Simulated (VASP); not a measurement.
Set up this calculation in VASP 6.6.1, as the native input.

```yaml
Task: single point
Functional: PBEsol
Potentials_or_basis: VASP PAW PBE potentials, release 64 (Ca_sv, O)
Cutoff: 520 eV
k_mesh: 10 × 10 × 10
Occupations: fermi-dirac, width 0.05 eV
Spin: no spin polarisation
Dipole_correction: no
Further_INCAR_settings: ALGO = Normal; EDIFF = 1e-06; NBANDS = 15
```

The structure of CaO lies in POSCAR:

```
CaO
1.0
    0.0000000000      2.3703492818      2.3703492818
    2.3703492818      0.0000000000      2.3703492818
    2.3703492818      2.3703492818      0.0000000000
Ca O
1 1
Direct
    0.0000000000      0.0000000000      0.0000000000
    0.5000000000      0.5000000000      0.5000000000
```

These files were run (other wordings do the same):

INCAR

```
ALGO     = Normal         # electronic algorithm
EDIFF    = 1E-6           # SCF threshold, eV
ENCUT    = 520            # plane-wave cutoff, eV
GGA      = PS             # functional
ISIF     = 2              # what is computed and relaxed
ISMEAR   = -1             # smearing method
LASPH    = True           # aspherical terms in the spheres
LCHARG   = False          # write CHGCAR
LREAL    = False          # projectors in reciprocal space
LWAVE    = False          # write WAVECAR
NBANDS   = 15             # bands
NELM     = 80             # most SCF steps
PREC     = Accurate       # precision mode
SIGMA    = 0.05           # smearing width, eV
```

KPOINTS

```
k-points
0
Gamma
  10 10 10
```

Potentials or basis: VASP PAW PBE potentials, release 64 (Ca_sv, O).

Launch:

```console
$ cat potpaw_PBE.64/Ca_sv/POTCAR potpaw_PBE.64/O/POTCAR > POTCAR
$ mpirun -np 1 vasp_std > vasp.out
```

It gave:

```json
{
 "Pressure": "2.7 GPa",
 "Band gap on the k mesh": "3.51 eV (least direct gap 3.88 eV)"
}
```

Caveat: the PAW data sets were made with another functional, which shifts forces and pressure a little.

It took 46 s on 1 thread of AMD EPYC 7R43 64-Core Processor (Zen 3), on a shared host, peak memory 0.13 GiB.
